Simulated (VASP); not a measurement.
Write the native input for VASP 6.6.1 that does the following.

| Property | Result |
| --- | --- |
| Task | single point |
| Functional | PBE |
| Potentials or basis | VASP PAW PBE potentials, release 64 (Sc_sv, Te) |
| Cutoff | 500 eV |
| k mesh | 7 × 7 × 7 |
| Occupations | fermi-dirac, width 0.05 eV |
| Spin | no spin polarisation |
| Dipole correction | no |
| Further INCAR settings | ALGO = Normal; EDIFF = 1e-06; NBANDS = 28 |

The structure of Sc3Te lies in POSCAR:

```
Sc3Te
1.0
    0.0000000000      3.4966326151      3.4966326151
    3.4966326151      0.0000000000      3.4966326151
    3.4966326151      3.4966326151      0.0000000000
Sc Te
3 1
Direct
    0.2500000000      0.2500000000      0.2500000000
    0.7500000000      0.7500000000      0.7500000000
    0.5000000000      0.5000000000      0.5000000000
    0.0000000000      0.0000000000      0.0000000000
```

The input as run:

INCAR

```
  ALGO = Normal
  EDIFF = 1E-6
  ENCUT = 500
  GGA = PE
  GGA_COMPAT = F
  ISIF = 2
  ISMEAR = -1
  LASPH = T
  LCHARG = T
  LELF = T
  LREAL = F
  LVHAR = T
  LWAVE = F
  NBANDS = 28
  NELM = 120
  PREC = Accurate
  SIGMA = 0.05
```

KPOINTS

```
k-points
0
Gamma
  7 7 7
```

Potentials or basis: VASP PAW PBE potentials, release 64 (Sc_sv, Te).

The run is started by

```console
$ cat potpaw_PBE.64/Sc_sv/POTCAR potpaw_PBE.64/Te/POTCAR > POTCAR
$ mpirun -np 1 vasp_std > vasp.out
```

Results of the run:

```json
{"Pressure": "3.7 GPa", "Band gap on the k mesh": "zero (an odd number of electrons rules out a gap without spin polarisation)"}
```

Caveat: the cell stands under pressure; spin-orbit coupling is left out, which moves the levels of the heavy elements.

Run time: 48 s on 1 thread of Intel(R) Xeon(R) Platinum 8488C (Sapphire Rapids) (shared host), peak memory 0.21 GiB.
